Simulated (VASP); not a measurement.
# Ge in VASP: a series of runs

Ge is run at these levels: LDA; tasks: single point.

Program: VASP 6.6.1. These are calculated values, not measurements. Logs are shortened: lines on timing, memory, paths and dates and some standing lists are left out, and cuts for length are marked.

## Step 1: The cell of the first run

The cell holds a slab with vacuum, 2 atoms: a = 3.958 Å, b = 3.958 Å, c = 28.000 Å, α = 90.00°, β = 90.00°, γ = 120.00°.

## Step 2: Single point, LDA

The input, INCAR:

```
SYSTEM = Ge
PREC = Accurate
ENCUT = 520
EDIFF = 1E-6
ISMEAR = 0
SIGMA = 0.1
LREAL = .FALSE.
LASPH = .TRUE.
NELM = 80
ALGO = Normal
ISIF = 2
LWAVE = .FALSE.
LCHARG = .FALSE.
LDIPOL = .TRUE.
IDIPOL = 3
DIPOL = 0.5 0.5 0.500
NBANDS = 21
```

The input, KPOINTS:

```
Automatic mesh
0
G
  12 12 1
  0 0 0
```

The input, POSCAR:

```
Ge
1.0
    3.9580000000      0.0000000000      0.0000000000
   -1.9790000000      3.4277285482      0.0000000000
    0.0000000000      0.0000000000     28.0000000000
Ge
2
Direct
    0.3333333333      0.6666666667      0.5178571429
    0.6666666667      0.3333333333      0.4821428571
```

Potentials or basis: VASP PAW LDA potentials, release 64 (Ge_d).

The run is started by

```console
$ cat potpaw_LDA.64/Ge_d/POTCAR > POTCAR
$ mpirun -np 1 vasp_std > vasp.out
```

OUTCAR:

```text
SYSTEM = Ge
   PREC = Accurate
   ENCUT = 520
   EDIFF = 1E-6
   ISMEAR = 0
   LREAL = .FALSE.
   LASPH = .TRUE.
   NELM = 80
   ISIF = 2

 ion  position               nearest neighbor table
   1  0.333  0.667  0.518-   2 2.49   2 2.49   2 2.49
   2  0.667  0.333  0.482-   1 2.49   1 2.49   1 2.49

  LATTYP: Found a hexagonal cell.
 ALAT       =     3.9580000000
 C/A-ratio  =     7.0742799394

  Lattice vectors:

 A1 = (   3.9580000000,   0.0000000000,   0.0000000000)
 A2 = (  -1.9790000000,   3.4277285482,   0.0000000000)
 A3 = (   0.0000000000,   0.0000000000,  28.0000000000)

Analysis of symmetry for initial positions (statically):
=====================================================================
 Subroutine PRICEL returns:
 Original cell was already a primitive cell.

 Routine SETGRP: Setting up the symmetry group for a
 hexagonal supercell.

 Subroutine GETGRP returns: Found 12 space group operations
 (whereof 12 operations were pure point group operations)
 out of a pool of 24 trial point group operations.

The static configuration has the point symmetry D_3d.

Analysis of symmetry for dynamics (positions and initial velocities):
=====================================================================
 Subroutine PRICEL returns:
 Original cell was already a primitive cell.

 Routine SETGRP: Setting up the symmetry group for a
 hexagonal supercell.

 Subroutine GETGRP returns: Found 12 space group operations
 (whereof 12 operations were pure point group operations)
 out of a pool of 24 trial point group operations.

The dynamic configuration has the point symmetry D_3d.

 Subroutine INISYM returns: Found 12 space group operations
 (whereof 12 operations are pure point group operations),
 and found     1 'primitive' translations

----------------------------------------------------------------------------------------

                                     Primitive cell

  volume of cell :     379.8746

  direct lattice vectors                    reciprocal lattice vectors
     3.958000000  0.000000000  0.000000000     0.252652855  0.145869194  0.000000000
    -1.979000000  3.427728548  0.000000000     0.000000000  0.291738388  0.000000000
     0.000000000  0.000000000 28.000000000     0.000000000  0.000000000  0.035714286

  length of vectors
     3.958000000  3.958000000 28.000000000     0.291738388  0.291738388  0.035714286

  position of ions in fractional coordinates (direct lattice)
     0.333333333  0.666666667  0.517857143
     0.666666667  0.333333333  0.482142857

  ion indices of the primitive-cell ions
   primitive index   ion index
                 1           1
                 2           2

----------------------------------------------------------------------------------------

 KPOINTS: Automatic mesh

Automatic generation of k-mesh.
 Grid dimensions read from file:
 generate k-points for:   12   12    1

 Generating k-lattice:

  Cartesian coordinates                     Fractional coordinates (reciprocal lattice)
     0.021054405  0.012155766  0.000000000     0.083333333  0.000000000  0.000000000
     0.000000000  0.024311532  0.000000000     0.000000000  0.083333333  0.000000000
     0.000000000  0.000000000  0.035714286     0.000000000  0.000000000  1.000000000

  Length of vectors
     0.024311532  0.024311532  0.035714286

  Shift w.r.t. Gamma in fractional coordinates (k-lattice)
     0.000000000  0.000000000  0.000000000

 Subroutine IBZKPT returns following result:
 ===========================================

 Found     19 irreducible k-points:

 Following reciprocal coordinates:
            Coordinates               Weight
  0.000000  0.000000  0.000000      1.000000
  0.083333  0.000000  0.000000      6.000000
  0.166667 -0.000000  0.000000      6.000000
  0.250000  0.000000  0.000000      6.000000
  0.333333  0.000000  0.000000      6.000000
  0.416667  0.000000  0.000000      6.000000
[... 11 lines left out ...]
  0.333333  0.250000  0.000000     12.000000
  0.333333  0.333333  0.000000      2.000000
   k-points           NKPTS =     19   k-points in BZ     NKDIM =     19   number of bands    NBANDS=     21
   number of dos      NEDOS =    301   number of ions     NIONS =      2
   total plane-waves  NPLWV = 189000
   dimension x,y,z NGX =    30 NGY =   30 NGZ =  210
   dimension x,y,z NGXF=    60 NGYF=   60 NGZF=  420
   ions per type =               2
   NGX,Y,Z   is equivalent  to a cutoff of  12.60, 12.60, 12.47 a.u.
   NGXF,Y,Z  is equivalent  to a cutoff of  25.20, 25.20, 24.94 a.u.
 SYSTEM =  Ge
   PREC   = accura    normal or accurate (medium, high low for compatibility)
   ISTART =      0    job   : 0-new  1-cont  2-samecut
   ICHARG =      2    charge: 1-file 2-atom 10-const
   ISPIN  =      1    spin polarized calculation?
   LNONCOLLINEAR =      F non collinear calculations
   LSORBIT =      F    spin-orbit coupling
   LASPH  =      T    aspherical Exc in radial PAW
   ENCUT  =  520.0 eV  38.22 Ry    6.18 a.u.   7.36  7.36 52.06*2*pi/ulx,y,z
   NELM   =     80;   NELMIN=  2; NELMDL= -5     # of ELM steps
   EDIFF  = 0.1E-05   stopping-criterion for ELM
   LREAL  =      F    real-space projection
   EDIFFG = 0.1E-04   stopping-criterion for IOM
   NSW    =      0    number of steps for IOM
   IBRION =     -1    ionic relax: 0-MD 1-quasi-New 2-CG
   NFREE  =      0    steps in history (QN), initial steepest desc. (CG)
   ISIF   =      2    stress and relaxation
   ISYM   =      2    0-nonsym 1-usesym 2-fastsym
   POTIM  = 0.5000    time-step for ionic-motion
   TEBEG  =    0.0;   TEEND  =   0.0 temperature during run
   PSTRESS=    0.0 pullay stress
   NELECT =      28.0000    total number of electrons
   NUPDOWN=      -1.0000    fix difference up-down
   EMIN   =  10.00;   EMAX   =-10.00  energy-range for DOS
   EFERMI =   0.00;   METHOD = LEGACY
   ISMEAR =     0;   SIGMA  =   0.10  broadening in eV -4-tet -1-fermi 0-gaus
   EFERMI_NEDOS =   21; number of points for ismear=-14 and -15
   IALGO  =     38    algorithm
   IMIX   =      4    mixing-type and parameters
     AMIX     =   0.40;   BMIX     =  1.00
     AMIX_MAG =   1.60;   BMIX_MAG =  1.00
  volume/ion in A,a.u.               =     189.94      1281.76
  Fermi-wavevector in a.u.,A,eV,Ry     =   0.686406  1.297118  6.410419  0.471153
  Thomas-Fermi vector in A             =   1.766625
   LORBIT       =      0    0 simple, 1 ext, 2 COOP (PROOUT), +10 PAW based schemes
   GGA     = CA    functional components
   LHFCALC =     F    Hartree Fock is set to
   AEXX    =    0.0000 exact exchange contribution
   IVDW    =     0    specifies the selected vdW correction
   LEPSILON=     F    determine dielectric tensor
   LRPA    =     F    only Hartree local field effects (RPA)
 non-spin polarized calculation
 Gauss-broadening in eV      SIGMA  =   0.10
  energy-cutoff  :      520.00
  volume of cell :      379.87
 maximum number of plane-waves:     10323
 NGX is ok and might be reduce to    30
   NGX = 15   NGY = 15   NGZ =105

 dipolmoment           0.000000      0.000000      0.000000 electrons x Angstroem

 number of electron      28.0000047 magnetization

 dipolmoment           0.000000      0.000000     -0.000000 electrons x Angstroem

 Free energy of the ion-electron system (eV)
  ---------------------------------------------------
  ext. energy  EPLUGINS =         0.00000000
  ---------------------------------------------------
  free energy    TOTEN  =        -8.88495362 eV

  energy without entropy =       -8.87764591  energy(sigma->0) =       -8.88129977

 E-fermi :  -3.3849     XC(G=0):  -1.7701

 val. band max:       -3.6768697191   @ k =   0.0833   0.0833   0.0000
 cond. band min:      -3.3568334312   @ k =   0.3333   0.2500   0.0000
 fundamental gap:      0.3200362879
 Fermi energy:        -3.3848553855

 k-point     1 :       0.0000    0.0000    0.0000
  band No.  band energies     occupation
      1     -27.9366      2.00000
      2     -27.9366      2.00000
      3     -27.8650      2.00000
      4     -27.8575      2.00000
      5     -27.8575      2.00000
      6     -27.8269      2.00000
[... 13 lines left out ...]
     20       1.0065      0.00000
     21       1.3454      0.00000

 k-point     2 :       0.0833    0.0000    0.0000
  band No.  band energies     occupation
      1     -27.9366      2.00000
      2     -27.9363      2.00000
      3     -27.8623      2.00000
      4     -27.8589      2.00000
      5     -27.8551      2.00000
      6     -27.8238      2.00000
[... 13 lines left out ...]
     20       1.1007      0.00000
     21       1.4384      0.00000

 k-point     3 :       0.1667   -0.0000    0.0000
  band No.  band energies     occupation
      1     -27.9356      2.00000
      2     -27.9355      2.00000
      3     -27.8678      2.00000
      4     -27.8487      2.00000
      5     -27.8484      2.00000
      6     -27.8169      2.00000
[... 13 lines left out ...]
     20       1.6047      0.00000
     21       1.7229      0.00000

 k-point     4 :       0.2500    0.0000    0.0000
  band No.  band energies     occupation
      1     -27.9340      2.00000
      2     -27.9322      2.00000
      3     -27.8754      2.00000
      4     -27.8385      2.00000
      5     -27.8351      2.00000
      6     -27.8077      2.00000
[... 13 lines left out ...]
     20       2.2786      0.00000
     21       2.3238      0.00000

 k-point     5 :       0.3333    0.0000    0.0000
  band No.  band energies     occupation
      1     -27.9323      2.00000
      2     -27.9263      2.00000
      3     -27.8829      2.00000
      4     -27.8269      2.00000
      5     -27.8252      2.00000
      6     -27.7954      2.00000
[... 13 lines left out ...]
     20       2.6004      0.00000
     21       2.8201      0.00000
[... 262 lines left out ...]
     20       4.1719      0.00000
     21       4.2925      0.00000

 k-point    17 :       0.2500    0.2500    0.0000
  band No.  band energies     occupation
      1     -27.9322      2.00000
      2     -27.9189      2.00000
      3     -27.8924      2.00000
      4     -27.8144      2.00000
      5     -27.7998      2.00000
      6     -27.7852      2.00000
[... 13 lines left out ...]
     20       3.1922      0.00000
     21       3.4685      0.00000

 k-point    18 :       0.3333    0.2500    0.0000
  band No.  band energies     occupation
      1     -27.9315      2.00000
      2     -27.9130      2.00000
      3     -27.9001      2.00000
      4     -27.8022      2.00000
      5     -27.7988      2.00000
      6     -27.7706      2.00000
[... 13 lines left out ...]
     20       4.0461      0.00000
     21       4.1704      0.00000

 k-point    19 :       0.3333    0.3333    0.0000
  band No.  band energies     occupation
      1     -27.9313      2.00000
      2     -27.9072      2.00000
      3     -27.9072      2.00000
      4     -27.7970      2.00000
      5     -27.7969      2.00000
      6     -27.7597      2.00000
[... 13 lines left out ...]
     20       4.0382      0.00000
     21       4.0382      0.00000

------------------------ aborting loop because EDIFF is reached ----------------------------------------

 vacuum level on the upper side and lower side of the slab       (xc-potential included)        -0.007        -0.007

  FORCE on cell =-STRESS in cart. coord.  units (eV):
  Direction    XX          YY          ZZ          XY          YZ          ZX
  --------------------------------------------------------------------------------------
  -------------------------------------------------------------------------------------
  Total       -1.2801721     -1.2801721     -1.4161481      0.0000000      0.0000000      0.0000000
  in kB       -5.3993155     -5.3993155     -5.9728143      0.0000000      0.0000000      0.0000000
  external PRESSURE =      -5.5904818 kB  Pullay stress =       0.0000000 kB

 VOLUME and BASIS-vectors are now :
 -----------------------------------------------------------------------------
  energy-cutoff  :      520.00
  volume of cell :      379.87
      direct lattice vectors                 reciprocal lattice vectors
     3.958000000  0.000000000  0.000000000     0.252652855  0.145869194  0.000000000
    -1.979000000  3.427728548  0.000000000     0.000000000  0.291738388  0.000000000
     0.000000000  0.000000000 28.000000000     0.000000000  0.000000000  0.035714286

 POSITION                                       TOTAL-FORCE (eV/Angst)
 -----------------------------------------------------------------------------------
     -0.00000      2.28515     14.50000        -0.000000      0.000000     -1.407769
      1.97900      1.14258     13.50000         0.000000     -0.000000      1.407769
 -----------------------------------------------------------------------------------
    total drift:                                0.000000      0.000000     -0.000000

  FREE ENERGIE OF THE ION-ELECTRON SYSTEM (eV)
  ---------------------------------------------------
  free  energy   TOTEN  =        -8.8849536248 eV

  energy  without entropy=       -8.8776459137  energy(sigma->0) =       -8.88129977

 vacuum level on the upper side and lower side of the slab         1.044         1.044
```

Wall time 3.7 min (1 thread of Intel Xeon Platinum 8375C at 2.90GHz (Ice Lake), shared host); peak memory 0.4 GiB.

Results:

```
Free energy            : -8.8850 eV
Largest force          : 1.408 eV/Å
Band gap on the k mesh : zero (band 14 reaches -3.13 eV, above the bottom of band 15 at -3.81 eV)
```

Forces on the atoms (eV/Å):
```
Ge   0.000  0.000 -1.408
Ge   0.000  0.000  1.408
```

[end of part 1 of 2]
